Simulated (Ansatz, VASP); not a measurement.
# CuRe3 in VASP and in Ansatz

File INCAR:

```
SYSTEM = CuRe3
PREC     = Accurate       ! precision mode
ENCUT    = 600            ! plane-wave cutoff, eV
EDIFF    = 1E-7           ! SCF threshold, eV
ISMEAR   = 0              ! smearing method
SIGMA    = 0.1            ! smearing width, eV
LREAL    = .False.        ! projectors in reciprocal space
LASPH    = .True.         ! aspherical terms in the spheres
NELM     = 100            ! most SCF steps
ALGO     = Fast           ! electronic algorithm
ISIF     = 3              ! what is computed and relaxed
LWAVE    = .False.        ! write WAVECAR
LCHARG   = .False.        ! write CHGCAR
GGA      = PE             ! functional
IBRION   = 2              ! ionic algorithm
NSW      = 100            ! ionic steps
EDIFFG   = -0.01          ! ionic threshold
```

Contents of KPOINTS:

```
regular mesh
0
Gamma
  12 12 12
  0 0 0
```

Contents of POSCAR:

```
CuRe3
1.0
    3.8407666384      0.0000000000      0.0000000000
    0.0000000000      3.8407666384      0.0000000000
    0.0000000000      0.0000000000      3.8407666384
Cu Re
1 3
Direct
    0.0000000000      0.0000000000      0.0000000000
    0.0000000000      0.5000000000      0.5000000000
    0.5000000000      0.0000000000      0.5000000000
    0.5000000000      0.5000000000      0.0000000000
```

Input for Ansatz:

```yaml
crystal:
  lattice:
    - [3.8407666384, 0.0, 0.0]
    - [0.0, 3.8407666384, 0.0]
    - [0.0, 0.0, 3.8407666384]
  atoms:
    - { symbol: Cu, position: [0.0, 0.0, 0.0] }
    - { symbol: Re, position: [0.0, 0.5, 0.5] }
    - { symbol: Re, position: [0.5, 0.0, 0.5] }
    - { symbol: Re, position: [0.5, 0.5, 0.0] }
basis:
  ecutwfc: 420
kpoints:
  mp_grid: { grid: [12, 12, 12] }
hamiltonian:
  xc: pbe
scf:
  occupations: { method: gaussian, width: 0.1 }
output:
  forces: true
  stress: true
  eigenvalues: true
relax:
  adjacent_minimum: "off"
  f_tol: 0.01
  max_steps: 80
  cell: { stress_tol: 0.05 }
```

Change from the starting cell: species swapped into the SmY3 type (Pm-3m, No. 221).

Alike in both runs: task relaxation of cell and atoms; functional PBE; k mesh 12 × 12 × 12; occupations gaussian, width 0.1 eV; no spin polarisation.

|  | VASP | Ansatz |
| --- | --- | --- |
| version | VASP 6.6.1 | Ansatz 0.2.0 |
| potentials or method | VASP PAW PBE potentials, release 64 (Cu, Re), cutoff 600 eV | scalar-relativistic, plane waves, PAW |
| valence electrons in the cell | 32 | 64 |

|  | VASP | Ansatz | Ansatz less VASP |
| --- | --- | --- | --- |
| gap on the k mesh at the Fermi level, each at its own relaxed structure (eV) | none | none | - |
| relaxed volume (Å³/atom) | 14.19 | 14.19 | -0.004 |
| relaxed length of the cell vector where the two differ most in proportion (Å) | 3.843 | 3.843 | -0.0003 |

A gap of «none» marks a metal or a gap that the smearing closes. VASP's potentials hold 32 valence electrons a cell and Ansatz's 64, so a difference there can come from the potentials and not from the codes.

Neither program's run includes spin-orbit coupling.
